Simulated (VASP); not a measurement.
# Ti5Al15H (a cell with a defect) in VASP: notebook

Ti5Al15H (a cell with a defect) is run at these levels: PBE; tasks: single point.

Everything below comes from runs of VASP 6.6.1. Logs are shortened: lines on timing, memory, paths and dates and some standing lists are left out, and cuts for length are marked.

### Step 1. The cell of the first run

The cell holds a defect, 21 atoms: a = 7.454 Å, b = 7.454 Å, c = 7.454 Å, α = 109.32°, β = 109.55°, γ = 109.55°.

### Step 2. Single point, PBE (with an interstitial atom, then relaxed in part)

Contents of INCAR:

```
ALGO     = Normal         # electronic algorithm
EDIFF    = 1E-6           # SCF threshold, eV
ENCUT    = 400            # plane-wave cutoff, eV
GGA      = PE             # functional
GGA_COMPAT= F            
ISIF     = 2              # what is computed and relaxed
ISMEAR   = 0              # smearing method
LASPH    = T              # aspherical terms in the spheres
LCHARG   = T              # write CHGCAR
LELF     = T              # ELF
LREAL    = F              # projectors in reciprocal space
LVHAR    = T            
LWAVE    = F              # write WAVECAR
NBANDS   = 69             # bands
NELM     = 120            # most SCF steps
PREC     = Accurate       # precision mode
SIGMA    = 0.1            # smearing width, eV
```

Contents of KPOINTS:

```
Automatic mesh
0
Gamma
  4 4 4
  0.5 0.5 0.5
```

Contents of POSCAR:

```
Ti5Al15H
1.0
   -5.7680202880     -1.9226734293      4.3114047964
   -1.9226734293      5.7680202880     -4.3114047964
    1.9226734293     -5.7680202880     -4.3114047964
Ti Al H
5 15 1
Direct
    0.8021933295      0.2007450555      0.6008276281
    0.4010130199      0.6005228118      0.7998808100
    0.6014600774      0.3997874674      0.2010503674
    0.2002870899      0.7995709236      0.4001050524
    1.0012458139      0.9984225825      0.9987351209
    0.4006854305      0.0965885435      0.2980500707
    0.0012370090      0.4934959557      0.4938095552
    0.2023856089      0.2977452619      0.8986065173
    0.8000856688      0.6971382069      0.0968893480
    0.6018005005      0.8982986830      0.6974580019
    0.7026233082      0.0481158429      0.1520057979
    0.2998389017      0.4503151835      0.3470318071
    0.5012358671      0.2498012283      0.7501152273
    0.1032820261      0.6429088261      0.9531734551
    0.8991791779      0.8507966114      0.5411414751
    0.5012284221      0.7498049751      0.2501041953
    0.1048243320      0.1517090083      0.4506285782
    0.3111902982      0.9528663573      0.8511278034
    0.8976426902      0.3467146065      0.0484152211
    0.6912686663      0.5408350964      0.6432039838
    0.0012752355      0.7898857825      0.7902026261
```

Potentials or basis: VASP PAW PBE potentials, release 64 (Ti_sv, Al, H).

On the command line:

```bash
$ cat potpaw_PBE.64/Ti_sv/POTCAR potpaw_PBE.64/Al/POTCAR potpaw_PBE.64/H/POTCAR > POTCAR
$ mpirun -np 1 vasp_std > vasp.out
```

OUTCAR:

```text
EDIFF = 1E-6
   ENCUT = 400
   GGA = PE
   ISIF = 2
   ISMEAR = 0
   LASPH = T
   LREAL = F
   NELM = 120
   PREC = Accurate

 ion  position               nearest neighbor table
   1  0.802  0.201  0.601-  10 2.72   7 2.72   8 2.72   6 2.72  14 2.86  15 2.87  20 2.87  11 2.88
                            19 2.88  13 2.89  16 2.89  17 2.91
   2  0.401  0.601  0.800-   9 2.72   7 2.72  10 2.72   8 2.72  18 2.86  20 2.87  14 2.87  17 2.88
                            11 2.88  16 2.89  13 2.89  12 2.91
   3  0.601  0.400  0.201-   8 2.72   7 2.72   6 2.72   9 2.72  20 2.86  18 2.87  15 2.87  19 2.88
                            12 2.88  16 2.89  13 2.89  11 2.91
   4  0.200  0.800  0.400-   6 2.72   7 2.72   9 2.72  10 2.72  15 2.86  14 2.87  18 2.87  12 2.88
                            17 2.88  13 2.89  16 2.89  19 2.91
   5  0.001  0.998  0.999-  21 1.80   6 2.72   9 2.72   8 2.72  10 2.72  12 2.89  19 2.89  17 2.89
                            11 2.89  18 2.94  14 2.94  20 2.94  15 2.94
   6  0.401  0.097  0.298-   4 2.72   5 2.72   3 2.72   1 2.72  20 2.85  16 2.87  17 2.88  11 2.88
                            18 2.89  14 2.89  13 2.90  12 2.92
   7  0.001  0.493  0.494-   1 2.72   2 2.72   3 2.72   4 2.72  17 2.85  12 2.85  11 2.85  19 2.85
                            15 2.95  20 2.95  14 2.95  18 2.95
   8  0.202  0.298  0.899-   3 2.72   5 2.72   1 2.72   2 2.72  14 2.85  13 2.87  12 2.88  17 2.88
                            15 2.89  18 2.89  16 2.90  19 2.92
   9  0.800  0.697  0.097-   2 2.72   5 2.72   4 2.72   3 2.72  15 2.85  13 2.87  11 2.88  19 2.88
[... 8 lines left out ...]
                             3 2.89   2 2.89  10 2.90   6 2.90
  14  0.103  0.643  0.953-  21 2.02  16 2.68  19 2.69  18 2.81  20 2.81   8 2.85   1 2.86   4 2.87
                             2 2.87   9 2.89   6 2.89   5 2.94   7 2.95
  15  0.899  0.851  0.541-  21 2.02  16 2.68  17 2.69  18 2.81  20 2.81   9 2.85   4 2.86   1 2.87
                             3 2.87   8 2.89  10 2.89   5 2.94   7 2.95
  16  0.501  0.750  0.250-  14 2.68  15 2.68  11 2.70  12 2.70   6 2.87  10 2.87   2 2.89   3 2.89
                             4 2.89   1 2.89   8 2.90   9 2.90
  17  0.105  0.152  0.451-  15 2.69  13 2.70  12 2.72  11 2.72   7 2.85   2 2.88   6 2.88   8 2.88
                             4 2.88   5 2.89   1 2.91   9 2.92
  18  0.311  0.953  0.851-  21 2.02  13 2.68  11 2.69  14 2.81  15 2.81  10 2.85   2 2.86   3 2.87
                             4 2.87   6 2.89   8 2.89   5 2.94   7 2.95
  19  0.898  0.347  0.048-  14 2.69  13 2.70  11 2.72  12 2.72   7 2.85   3 2.88  10 2.88   9 2.88
                             1 2.88   5 2.89   4 2.91   8 2.92
  20  0.691  0.541  0.643-  21 2.02  13 2.68  12 2.69  14 2.81  15 2.81   6 2.85   3 2.86   2 2.87
                             1 2.87  10 2.89   9 2.89   5 2.94   7 2.95
  21  0.001  0.790  0.790-   5 1.80  18 2.02  14 2.02  15 2.02  20 2.02

  LATTYP: Found a body centered tetragonal cell.
 ALAT       =     8.5984569730
 C/A-ratio  =     1.0028322081

  Lattice vectors:

 A1 = (   1.9226734293,  -5.7680202880,   4.3114047964)
 A2 = (  -1.9226734293,   5.7680202880,   4.3114047964)
 A3 = (  -5.7680202880,  -1.9226734293,  -4.3114047964)

Analysis of symmetry for initial positions (statically):
=====================================================================
 Subroutine PRICEL returns:
 Original cell was already a primitive cell.

 Routine SETGRP: Setting up the symmetry group for a
 body centered tetragonal supercell.

 Subroutine GETGRP returns: Found  1 space group operations
 (whereof  1 operations were pure point group operations)
 out of a pool of 16 trial point group operations.

The static configuration has the point symmetry C_1 .

Analysis of symmetry for dynamics (positions and initial velocities):
=====================================================================
 Subroutine PRICEL returns:
 Original cell was already a primitive cell.

 Routine SETGRP: Setting up the symmetry group for a
 body centered tetragonal supercell.

 Subroutine GETGRP returns: Found  1 space group operations
 (whereof  1 operations were pure point group operations)
 out of a pool of 16 trial point group operations.

The dynamic configuration has the point symmetry C_1 .

 Subroutine INISYM returns: Found  1 space group operations
 (whereof  1 operations are pure point group operations),
 and found     1 'primitive' translations

----------------------------------------------------------------------------------------

                                     Primitive cell

  volume of cell :     318.7571

  direct lattice vectors                    reciprocal lattice vectors
    -5.768020288 -1.922673429  4.311404796    -0.156032738 -0.052010913  0.000000000
    -1.922673429  5.768020288 -4.311404796    -0.104021826  0.052010913 -0.115971481
[... 66 lines left out ...]

  Length of vectors
     0.041118237  0.041060215  0.041060215

  Shift w.r.t. Gamma in fractional coordinates (k-lattice)
     0.500000000  0.500000000  0.500000000

 Subroutine IBZKPT returns following result:
 ===========================================

 Found     32 irreducible k-points:

 Following reciprocal coordinates:
            Coordinates               Weight
  0.125000  0.125000  0.125000      2.000000
 -0.125000 -0.125000  0.375000      2.000000
 -0.375000  0.125000  0.125000      2.000000
 -0.125000  0.375000 -0.125000      2.000000
  0.375000  0.125000  0.125000      2.000000
 -0.125000 -0.375000 -0.375000      2.000000
[... 16 lines left out ...]
  0.375000  0.375000  0.375000      2.000000
  0.125000 -0.125000  0.125000      2.000000
 [... further k-points ...]
   k-points           NKPTS =     32   k-points in BZ     NKDIM =     32   number of bands    NBANDS=     69
   number of dos      NEDOS =    301   number of ions     NIONS =     21
   total plane-waves  NPLWV = 125000
   dimension x,y,z NGX =    50 NGY =   50 NGZ =   50
   dimension x,y,z NGXF=   100 NGYF=  100 NGZF=  100
   ions per type =               5  15   1
   NGX,Y,Z   is equivalent  to a cutoff of  11.15, 11.15, 11.15 a.u.
   NGXF,Y,Z  is equivalent  to a cutoff of  22.30, 22.30, 22.30 a.u.
 SYSTEM =  unknown system
   PREC   = accura    normal or accurate (medium, high low for compatibility)
   ISTART =      0    job   : 0-new  1-cont  2-samecut
   ICHARG =      2    charge: 1-file 2-atom 10-const
   ISPIN  =      1    spin polarized calculation?
   LNONCOLLINEAR =      F non collinear calculations
   LSORBIT =      F    spin-orbit coupling
   LASPH  =      T    aspherical Exc in radial PAW
   ENCUT  =  400.0 eV  29.40 Ry    5.42 a.u.  12.15 12.15 12.15*2*pi/ulx,y,z
   NELM   =    120;   NELMIN=  2; NELMDL= -5     # of ELM steps
   EDIFF  = 0.1E-05   stopping-criterion for ELM
   LREAL  =      F    real-space projection
   EDIFFG = 0.1E-04   stopping-criterion for IOM
   NSW    =      0    number of steps for IOM
   IBRION =     -1    ionic relax: 0-MD 1-quasi-New 2-CG
   NFREE  =      0    steps in history (QN), initial steepest desc. (CG)
   ISIF   =      2    stress and relaxation
   ISYM   =      2    0-nonsym 1-usesym 2-fastsym
   POTIM  = 0.5000    time-step for ionic-motion
   TEBEG  =    0.0;   TEEND  =   0.0 temperature during run
   PSTRESS=    0.0 pullay stress
   NELECT =     106.0000    total number of electrons
   NUPDOWN=      -1.0000    fix difference up-down
   EMIN   =  10.00;   EMAX   =-10.00  energy-range for DOS
   EFERMI =   0.00;   METHOD = LEGACY
   ISMEAR =     0;   SIGMA  =   0.10  broadening in eV -4-tet -1-fermi 0-gaus
   EFERMI_NEDOS =   21; number of points for ismear=-14 and -15
   IALGO  =     38    algorithm
   IMIX   =      4    mixing-type and parameters
     AMIX     =   0.40;   BMIX     =  1.00
     AMIX_MAG =   1.60;   BMIX_MAG =  1.00
  volume/ion in A,a.u.               =      15.18       102.43
  Fermi-wavevector in a.u.,A,eV,Ry     =   1.134201  2.143330 17.502708  1.286413
  Thomas-Fermi vector in A             =   2.270905
   LORBIT       =      0    0 simple, 1 ext, 2 COOP (PROOUT), +10 PAW based schemes
   GGA     = PE    functional components
   LHFCALC =     F    Hartree Fock is set to
   AEXX    =    0.0000 exact exchange contribution
   IVDW    =     0    specifies the selected vdW correction
   LEPSILON=     F    determine dielectric tensor
   LRPA    =     F    only Hartree local field effects (RPA)
 non-spin polarized calculation
 Gauss-broadening in eV      SIGMA  =   0.10
  energy-cutoff  :      400.00
  volume of cell :      318.76
 maximum number of plane-waves:      5800
 NGX is ok and might be reduce to    50
   NGX = 25   NGY = 25   NGZ = 25

 number of electron     106.0000027 magnetization

 Free energy of the ion-electron system (eV)
  ---------------------------------------------------
  ext. energy  EPLUGINS =         0.00000000
  ---------------------------------------------------
  free energy    TOTEN  =      -106.52322560 eV

  energy without entropy =     -106.48541241  energy(sigma->0) =     -106.50431901

 E-fermi :   8.3202     XC(G=0): -10.7525

 val. band max:        8.3108560057   @ k =  -0.3750   0.1250  -0.3750
 cond. band min:       8.3239267563   @ k =   0.1250  -0.1250   0.1250
 fundamental gap:      0.0130707506
 Fermi energy:         8.3201541480

 k-point     1 :       0.1250    0.1250    0.1250
  band No.  band energies     occupation
      1     -48.2322      2.00000
      2     -48.2074      2.00000
      3     -48.2068      2.00000
      4     -48.2066      2.00000
      5     -48.2061      2.00000
      6     -24.5633      2.00000
[... 1621 lines left out ...]
     64      10.0930      0.00000
     65      10.1656      0.00000

 [... further k-points ...]

 [bands above 65 left out]

------------------------ aborting loop because EDIFF is reached ----------------------------------------

  FORCE on cell =-STRESS in cart. coord.  units (eV):
  Direction    XX          YY          ZZ          XY          YZ          ZX
  --------------------------------------------------------------------------------------
  -------------------------------------------------------------------------------------
  Total        1.2798134      1.2798782     -0.2976778      0.0000029      0.0000929      0.0000415
  in kB        6.4327607      6.4330865     -1.4962260      0.0000145      0.0004669      0.0002086
  external PRESSURE =       3.7898737 kB  Pullay stress =       0.0000000 kB

 VOLUME and BASIS-vectors are now :
 -----------------------------------------------------------------------------
  energy-cutoff  :      400.00
  volume of cell :      318.76
      direct lattice vectors                 reciprocal lattice vectors
    -5.768020288 -1.922673429  4.311404796    -0.156032738 -0.052010913  0.000000000
    -1.922673429  5.768020288 -4.311404796    -0.104021826  0.052010913 -0.115971481
     1.922673429 -5.768020288 -4.311404796    -0.052010913 -0.104021826 -0.115971481

 POSITION                                       TOTAL-FORCE (eV/Angst)
 -----------------------------------------------------------------------------------
     -3.85784     -3.85004      0.00268         0.000966      0.000352     -0.000247
     -1.92975     -1.92092     -4.30878         0.000517     -0.000350      0.000064
     -3.85134     -0.01009      0.00268        -0.000310      0.000872     -0.000439
     -1.92330      1.91904     -4.30877        -0.000339     -0.000233     -0.000131
     -0.00658     -0.00420     -8.60518         0.000435      0.000308     -0.008012
     -1.92382     -1.93242      0.02607         0.000475     -0.000078     -0.001356
[... 13 lines left out ...]
     -3.79043     -1.91955     -2.12453        -0.001652      0.000664     -0.001279
     -0.00675     -0.00428     -6.80690         0.000291      0.000234      0.009420
 -----------------------------------------------------------------------------------
    total drift:                                0.000487      0.000394     -0.000164

  FREE ENERGIE OF THE ION-ELECTRON SYSTEM (eV)
  ---------------------------------------------------
  free  energy   TOTEN  =      -106.5232255987 eV

  energy  without entropy=     -106.4854124133  energy(sigma->0) =     -106.50431901
```

Run time: 13 min. Hardware: 1 thread of Intel Xeon Platinum 8259CL at 2.50GHz (Skylake/Cascade Lake), shared host; peak memory 0.56 GiB.

Results:

```
Free energy            : -106.5232 eV
Pressure               : 0.4 GPa
Largest force          : 0.009 eV/Å
Band gap on the k mesh : zero (bands 53 and 54 overlap by 0.45 eV)
```

Forces on the atoms (eV/Å):
```
Ti   0.001  0.000  0.000
Ti   0.001  0.000  0.000
Ti   0.000  0.001  0.000
Ti   0.000  0.000  0.000
Ti   0.000  0.000 -0.008
Al   0.000  0.000 -0.001
Al   0.000  0.000  0.003
Al   0.000 -0.001 -0.001
Al   0.000  0.000 -0.001
Al   0.000  0.000 -0.001
Al  -0.001 -0.001  0.000
Al   0.000  0.000  0.000
Al   0.000  0.000  0.003
Al   0.000  0.001 -0.001
Al   0.000 -0.002 -0.002
Al   0.000  0.000  0.003
Al  -0.001  0.001  0.000
Al   0.001  0.000  0.000
Al   0.000 -0.001 -0.001
Al  -0.002  0.001 -0.001
H    0.000  0.000  0.009
```

Stress tensor (GPa, compression positive):
```
 0.64  0.00  0.00
 0.00  0.64  0.00
 0.00  0.00 -0.15
```

Caveat: the cell differs from its parent crystal (with an interstitial atom, then relaxed in part).

### Step 3. Single point, PBE

Contents of INCAR:

```
SYSTEM = Ti5Al15H
  ALGO = Normal
  EDIFF = 1E-6
  ENCUT = 400
  GGA = PE
  GGA_COMPAT = .FALSE.
  ISIF = 2
  ISMEAR = 0
  LASPH = .TRUE.
  LCHARG = .TRUE.
  LELF = .TRUE.
  LREAL = .FALSE.
  LVHAR = .TRUE.
  LWAVE = .FALSE.
  NBANDS = 69
  NELM = 120
  PREC = Accurate
  SIGMA = 0.1
```

KPOINTS is that of step 2.

Contents of POSCAR:

```
Ti5Al15H
1.0
   -5.7680202880     -1.9226734293      4.3114047964
   -1.9226734293      5.7680202880     -4.3114047964
    1.9226734293     -5.7680202880     -4.3114047964
Ti Al H
5 15 1
Direct
    0.8009569262      0.2017483156      0.6015196903
    0.3997765238      0.6015259643      0.8005728197
    0.6002236170      0.4007907184      0.2017423547
    0.1990506522      0.8005741923      0.4007970964
    1.0000093987      0.9994258390      0.9994271393
    0.3994490631      0.0975918942      0.2987421749
    0.0000006241      0.4944991919      0.4945015844
    0.2011491885      0.2987484806      0.8992985180
    0.7988491839      0.6981413981      0.0975814266
    0.6005640284      0.8993019050      0.6981499600
    0.7013869227      0.0491191724      0.1526978649
    0.2986025038      0.4513185336      0.3477238737
    0.4999994723      0.2508045232      0.7508073242
    0.1020456189      0.6439120869      0.9538655044
    0.8979427154      0.8517998875      0.5418334673
    0.4999920347      0.7508082084      0.2507962015
    0.1035879505      0.1527122878      0.4513206689
    0.3099539375      0.9538697004      0.8518199206
    0.8964062090      0.3477178140      0.0491071445
    0.6900321603      0.5418383817      0.6438960151
    0.0000388001      0.7908890938      0.7908947110
```

Potentials or basis: VASP PAW PBE potentials, release 64 (Ti_sv, Al, H).

On the command line:

```bash
$ cat potpaw_PBE.64/Ti_sv/POTCAR potpaw_PBE.64/Al/POTCAR potpaw_PBE.64/H/POTCAR > POTCAR
$ mpirun -np 1 vasp_std > vasp.out
```

It took 13 min on 1 thread of Intel Xeon Platinum 8259CL at 2.50GHz (Skylake/Cascade Lake), shared host; peak memory 0.57 GiB.

Results (log left out):

```
Free energy            : -106.5232 eV
Pressure               : 0.4 GPa
Largest force          : 0.009 eV/Å
Band gap on the k mesh : zero (bands 53 and 54 overlap by 0.45 eV)
```

Forces on the atoms (eV/Å):
```
Ti   0.001  0.000  0.000
Ti   0.000  0.000  0.000
Ti   0.000  0.001  0.000
Ti   0.000  0.000  0.000
Ti   0.000  0.000 -0.008
Al   0.001  0.000 -0.001
Al   0.000  0.000  0.003
Al   0.000 -0.001 -0.001
Al   0.000  0.000 -0.001
Al   0.000  0.000 -0.001
Al  -0.001 -0.001  0.000
Al   0.000  0.000  0.000
Al   0.000  0.000  0.003
Al   0.000  0.001 -0.001
Al   0.000 -0.001 -0.002
Al   0.000 -0.001  0.003
Al   0.000  0.001  0.000
Al   0.001  0.000  0.000
Al   0.000 -0.001 -0.001
Al  -0.002  0.001 -0.001
H    0.000  0.000  0.009
```

Stress tensor (GPa, compression positive):
```
 0.65  0.00  0.00
 0.00  0.65  0.00
 0.00  0.00 -0.15
```

Levels at points of the mesh, in eV from the Fermi level:
```
           k point  band 49  band 50  band 51  band 52  band 53  band 54  band 55  band 56  band 57  band 58
(0.12, 0.12, 0.12)    -0.69    -0.66    -0.54    -0.42     0.05     0.08     0.47     1.03     1.17     1.25
```
